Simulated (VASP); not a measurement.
A run of VASP 6.6.1 is set up as follows.

The input INCAR:

```
SYSTEM = BiPt
ALGO     = Normal         ! electronic algorithm
EDIFF    = 1E-8           ! SCF threshold, eV
ENCUT    = 520            ! plane-wave cutoff, eV
ISIF     = 2              ! what is computed and relaxed
ISMEAR   = -1             ! smearing method
LASPH    = .True.         ! aspherical terms in the spheres
LCHARG   = .False.        ! write CHGCAR
LEFG     = .True.       
LREAL    = .False.        ! projectors in reciprocal space
LWAVE    = .False.        ! write WAVECAR
NBANDS   = 33             ! bands
NELM     = 60             ! most SCF steps
PREC     = Accurate       ! precision mode
SIGMA    = 0.05           ! smearing width, eV
```

KPOINTS

```
k-points
0
Gamma
  9 9 6
  0 0 0
```

The input POSCAR:

```
BiPt
1.0
    4.3581501674      0.0000000000      0.0000000000
   -2.1790750837      3.7742687584      0.0000000000
    0.0000000000      0.0000000000      5.4900000000
Bi Pt
2 2
Direct
    0.3333333333      0.6666666667      0.2500000000
    0.6666666667      0.3333333333      0.7500000000
    0.0000000000      0.0000000000      0.0000000000
    0.0000000000      0.0000000000      0.5000000000
```

Potentials or basis: VASP PAW LDA potentials, release 64 (Bi_d, Pt).

Run with:

```console
$ cat potpaw_LDA.64/Bi_d/POTCAR potpaw_LDA.64/Pt/POTCAR > POTCAR
$ mpirun -np 1 vasp_std > vasp.out
```

Predict the band gap on the k mesh.

zero (band 25 reaches 11.40 eV, above the bottom of band 26 at 7.51 eV).

What does it give for the pressure?

-2.3 GPa.

Stress tensor (GPa, compression positive):
```
-2.20  0.00  0.00
 0.00 -2.20  0.00
 0.00  0.00 -2.49
```

Caveat: the cell differs from its parent crystal (equal xx and yy strain of +1 %); without QUAD_EFG the Cq values of the log hold for a quadrupole moment of 1 mb, not for the nuclei; spin-orbit coupling is left out, which moves the levels of the heavy elements.
